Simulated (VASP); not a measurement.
Set up this calculation in VASP 6.6.1, as the native input.

- Task: single point
- Functional: PBE
- Potentials or basis: VASP PAW PBE potentials, release 64 (Te, Se)
- Cutoff: 520 eV
- k mesh: 4 × 4 × 4
- Occupations: gaussian, width 0.1 eV
- Spin: no spin polarisation
- Dipole correction: no
- Further INCAR settings: ALGO = Normal; EDIFF = 1e-07; NBANDS = 34

The structure of Te7Se lies in POSCAR:

```
Te7Se
1.0
    0.0000000000      4.7807901092      4.7807901092
    4.7807901092      0.0000000000      4.7807901092
    4.7807901092      4.7807901092      0.0000000000
Te Se
7 1
Direct
    0.5000000000      0.0000000000      0.0000000000
    0.0000000000      0.5000000000      0.5000000000
    0.0000000000      0.5000000000      0.0000000000
    0.5000000000      0.0000000000      0.5000000000
    0.0000000000      0.0000000000      0.5000000000
    0.5000000000      0.5000000000      0.0000000000
    0.5000000000      0.5000000000      0.5000000000
    0.0000000000      0.0000000000      0.0000000000
```

These files were run (other wordings do the same):

INCAR

```
SYSTEM = Te7Se
PREC = Accurate
ENCUT = 520
EDIFF = 1E-7
ISMEAR = 0
SIGMA = 0.1
LREAL = .False.
LASPH = .True.
NELM = 100
ALGO = Normal
ISIF = 2
LWAVE = .False.
LCHARG = .True.
GGA = PE
LELF = .True.
LVHAR = .True.
NBANDS = 34
```

KPOINTS

```
Automatic mesh
0
Gamma
  4 4 4
  0 0 0
```

Potentials or basis: VASP PAW PBE potentials, release 64 (Te, Se).

Launch:

```console
$ cat potpaw_PBE.64/Te/POTCAR potpaw_PBE.64/Se/POTCAR > POTCAR
$ mpirun -np 1 vasp_std > vasp.out
```

Results of the run:

```yaml
Pressure: -0.1 GPa
Band_gap_on_the_k_mesh: zero (band 24 reaches 9.01 eV, above the bottom of band 25 at 7.19 eV)
```

Caveat: spin-orbit coupling is left out, which moves the levels of the heavy elements.

It took 78 s on 1 thread of Intel(R) Xeon(R) Platinum 8488C (Sapphire Rapids), with other jobs on the host, peak memory 0.35 GiB.
